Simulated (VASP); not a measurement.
# Pb in VASP: further runs

The runs below take Pb through single point, with PBE.

Everything below comes from runs of VASP 6.6.1. Logs are shortened: lines on timing, memory, paths and dates and some standing lists are left out, and cuts for length are marked.

## Step 1: The cell of the first run

The cell holds a slab with vacuum, 5 atoms: a = 3.563 Å, b = 3.563 Å, c = 33.286 Å, α = 90.00°, β = 90.00°, γ = 120.00°.

## Step 2: Single point, PBE

The input, INCAR:

```
SYSTEM = Pb
ALGO = Normal
DIPOL = 0.5 0.5 0.500
EDIFF = 1E-7
ENCUT = 520
GGA = PE
IDIPOL = 3
ISIF = 2
ISMEAR = -1
LASPH = .True.
LCHARG = .True.
LDIPOL = .True.
LELF = .True.
LREAL = .False.
LVACPOTAV = .True.
LVHAR = .True.
LWAVE = .False.
NBANDS = 43
NELM = 80
PREC = Accurate
SIGMA = 0.08
```

The input, KPOINTS:

```
k-points
0
Gamma
  12 12 1
  0 0 0
```

The input, POSCAR:

```
Pb
1.0
    3.5630884189      0.0000000000      0.0000000000
   -1.7815442094      3.0857250867      0.0000000000
    0.0000000000      0.0000000000     33.2860000000
Pb
5
Direct
    0.8333333333      0.1666666667      0.3304687648
    0.1666666667      0.8333333333      0.4123189085
    0.5000000000      0.5000000000      0.5000000020
    0.8333333333      0.1666666667      0.5876810938
    0.1666666667      0.8333333333      0.6695312352
```

Potentials or basis: VASP PAW PBE potentials, release 64 (Pb_d).

Started as:

```console
cat potpaw_PBE.64/Pb_d/POTCAR > POTCAR
mpirun -np 1 vasp_std > vasp.out
```

OUTCAR:

```text
SYSTEM = Pb
   EDIFF = 1E-7
   ENCUT = 520
   GGA = PE
   ISIF = 2
   ISMEAR = -1
   LASPH = .True.
   LREAL = .False.
   NELM = 80
   PREC = Accurate

 ion  position               nearest neighbor table
   1  0.833  0.167  0.330-   2 3.41   2 3.41   2 3.41
   2  0.167  0.833  0.412-   1 3.41   1 3.41   1 3.41   3 3.57   3 3.57   3 3.57
   3  0.500  0.500  0.500-   4 3.57   4 3.57   4 3.57   2 3.57   2 3.57   2 3.57
   4  0.833  0.167  0.588-   5 3.41   5 3.41   5 3.41   3 3.57   3 3.57   3 3.57
   5  0.167  0.833  0.670-   4 3.41   4 3.41   4 3.41

  LATTYP: Found a hexagonal cell.
 ALAT       =     3.5630884189
 C/A-ratio  =     9.3418955936

  Lattice vectors:

 A1 = (   3.5630884189,   0.0000000000,   0.0000000000)
 A2 = (  -1.7815442094,   3.0857250867,   0.0000000000)
 A3 = (   0.0000000000,   0.0000000000,  33.2860000000)

Analysis of symmetry for initial positions (statically):
=====================================================================
 Subroutine PRICEL returns:
 Original cell was already a primitive cell.

 Routine SETGRP: Setting up the symmetry group for a
 hexagonal supercell.

 Subroutine GETGRP returns: Found 12 space group operations
 (whereof  4 operations were pure point group operations)
 out of a pool of 24 trial point group operations.

The static configuration has the point symmetry C_2h.
 The point group associated with its full space group is D_3d.

Analysis of symmetry for dynamics (positions and initial velocities):
=====================================================================
 Subroutine PRICEL returns:
 Original cell was already a primitive cell.

 Routine SETGRP: Setting up the symmetry group for a
 hexagonal supercell.

 Subroutine GETGRP returns: Found 12 space group operations
 (whereof  4 operations were pure point group operations)
 out of a pool of 24 trial point group operations.

The dynamic configuration has the point symmetry C_2h.
 The point group associated with its full space group is D_3d.

 Subroutine INISYM returns: Found 12 space group operations
 (whereof  4 operations are pure point group operations),
 and found     1 'primitive' translations

----------------------------------------------------------------------------------------

                                     Primitive cell

  volume of cell :     365.9700

  direct lattice vectors                    reciprocal lattice vectors
     3.563088419  0.000000000  0.000000000     0.280655398  0.162036470  0.000000000
[... 91 lines left out ...]
   NFREE  =      0    steps in history (QN), initial steepest desc. (CG)
   ISIF   =      2    stress and relaxation
   ISYM   =      2    0-nonsym 1-usesym 2-fastsym
   POTIM  = 0.5000    time-step for ionic-motion
   TEBEG  =    0.0;   TEEND  =   0.0 temperature during run
   PSTRESS=    0.0 pullay stress
   NELECT =      70.0000    total number of electrons
   NUPDOWN=      -1.0000    fix difference up-down
   EMIN   =  10.00;   EMAX   =-10.00  energy-range for DOS
   EFERMI =   0.00;   METHOD = LEGACY
   ISMEAR =    -1;   SIGMA  =   0.08  broadening in eV -4-tet -1-fermi 0-gaus
   EFERMI_NEDOS =   21; number of points for ismear=-14 and -15
   IALGO  =     38    algorithm
   IMIX   =      4    mixing-type and parameters
     AMIX     =   0.40;   BMIX     =  1.00
     AMIX_MAG =   1.60;   BMIX_MAG =  1.00
  volume/ion in A,a.u.               =      73.19       493.94
  Fermi-wavevector in a.u.,A,eV,Ry     =   0.943248  1.782479 12.105321  0.889716
  Thomas-Fermi vector in A             =   2.070936
   LORBIT       =      0    0 simple, 1 ext, 2 COOP (PROOUT), +10 PAW based schemes
   GGA     = PE    functional components
   LHFCALC =     F    Hartree Fock is set to
   AEXX    =    0.0000 exact exchange contribution
   IVDW    =     0    specifies the selected vdW correction
   LEPSILON=     F    determine dielectric tensor
   LRPA    =     F    only Hartree local field effects (RPA)
 non-spin polarized calculation
  energy-cutoff  :      520.00
  volume of cell :      365.97
 maximum number of plane-waves:      9963
 NGX is ok and might be reduce to    28
   NGX = 13   NGY = 13   NGZ =123

 number of electron      70.0000010 magnetization

 dipolmoment           0.000000      0.000000     -0.000001 electrons x Angstroem

 Free energy of the ion-electron system (eV)
  ---------------------------------------------------
  ext. energy  EPLUGINS =         0.00000000
  ---------------------------------------------------
  free energy    TOTEN  =       -17.45104655 eV

  energy without entropy =      -17.37939333  energy(sigma->0) =      -17.41521994

 E-fermi :   0.9288     XC(G=0):  -4.7419

 val. band max:        0.9184909198   @ k =   0.3333   0.3333   0.0000
 cond. band min:       0.9377795938   @ k =   0.0000   0.0000   0.0000
 fundamental gap:      0.0192886740
 Fermi energy:         0.9287823651

 k-point     1 :       0.0000    0.0000    0.0000
  band No.  band energies     occupation
      1     -16.2514      2.00000
      2     -16.2121      2.00000
      3     -16.2121      2.00000
      4     -16.2065      2.00000
      5     -16.2063      2.00000
      6     -16.1627      2.00000
[... 863 lines left out ...]
     42       3.1602      0.00000
     43       3.5840      0.00000

------------------------ aborting loop because EDIFF is reached ----------------------------------------

  FORCE on cell =-STRESS in cart. coord.  units (eV):
  Direction    XX          YY          ZZ          XY          YZ          ZX
  --------------------------------------------------------------------------------------
  -------------------------------------------------------------------------------------
  Total        0.0281144      0.0281144     -0.0682065      0.0000000     -0.0000000      0.0000000
  in kB        0.1230817      0.1230817     -0.2986009      0.0000000     -0.0000000      0.0000000
  external PRESSURE =      -0.0174792 kB  Pullay stress =       0.0000000 kB

 VOLUME and BASIS-vectors are now :
 -----------------------------------------------------------------------------
  energy-cutoff  :      520.00
  volume of cell :      365.97
      direct lattice vectors                 reciprocal lattice vectors
     3.563088419  0.000000000  0.000000000     0.280655398  0.162036470  0.000000000
    -1.781544209  3.085725087  0.000000000     0.000000000  0.324072940  0.000000000
     0.000000000  0.000000000 33.286000000     0.000000000  0.000000000  0.030042661

 POSITION                                       TOTAL-FORCE (eV/Angst)
 -----------------------------------------------------------------------------------
      2.67232      0.51429     10.99998        -0.000000      0.000000      0.003097
     -0.89077      2.57144     13.72445        -0.000000      0.000000     -0.007305
      0.89077      1.54286     16.64300         0.000000      0.000000      0.000000
      2.67232      0.51429     19.56155         0.000000      0.000000      0.007305
     -0.89077      2.57144     22.28602         0.000000     -0.000000     -0.003097
 -----------------------------------------------------------------------------------
    total drift:                                0.000001     -0.000000     -0.000204

  FREE ENERGIE OF THE ION-ELECTRON SYSTEM (eV)
  ---------------------------------------------------
  free  energy   TOTEN  =       -17.4510465472 eV

  energy  without entropy=      -17.3793933280  energy(sigma->0) =      -17.41521994

 vacuum level on the upper side and lower side of the slab         4.544         4.544
```

OSZICAR:

```text
N       E                     dE             d eps       ncg     rms          rms(c)
DAV:   1     0.804018108462E+03    0.80402E+03   -0.32419E+04  1730   0.152E+03
DAV:   2     0.620373347883E+02   -0.74198E+03   -0.73285E+03  1727   0.439E+02
DAV:   3    -0.136388398021E+02   -0.75676E+02   -0.74806E+02  1905   0.189E+02
[... 15 lines left out ...]
DAV:  19    -0.174510348978E+02   -0.17409E-04   -0.52270E-07  1207   0.612E-03    0.457E-04
DAV:  20    -0.174510438943E+02   -0.89965E-05   -0.31517E-07  1174   0.193E-03    0.157E-04
DAV:  21    -0.174510454902E+02   -0.15959E-05   -0.35691E-08  1236   0.142E-03    0.943E-05
DAV:  22    -0.174510463712E+02   -0.88102E-06   -0.25532E-08  1067   0.852E-04    0.463E-05
DAV:  23    -0.174510464722E+02   -0.10096E-06   -0.16691E-09  1065   0.627E-04    0.204E-05
DAV:  24    -0.174510465472E+02   -0.75026E-07   -0.82335E-10   995   0.396E-04
   1 F= -.17451047E+02 E0= -.17415220E+02  d E =-.716532E-01
```

Wall time 16 min (1 thread of Oxide Virtual Turin-like, shared host); peak memory 0.51 GiB.

What came out:

| Property | Result |
| --- | --- |
| Free energy | -17.4510 eV |
| Largest force | 0.007 eV/Å |
| Band gap on the k mesh | zero (band 35 reaches 4.19 eV, above the bottom of band 36 at -0.64 eV) |

Forces on the atoms (eV/Å):
```
Pb   0.000  0.000  0.003
Pb   0.000  0.000 -0.007
Pb   0.000  0.000  0.000
Pb   0.000  0.000  0.007
Pb   0.000  0.000 -0.003
```

Caveat: spin-orbit coupling is left out, which moves the levels of the heavy elements.

(Continued in part 2 of 2.)
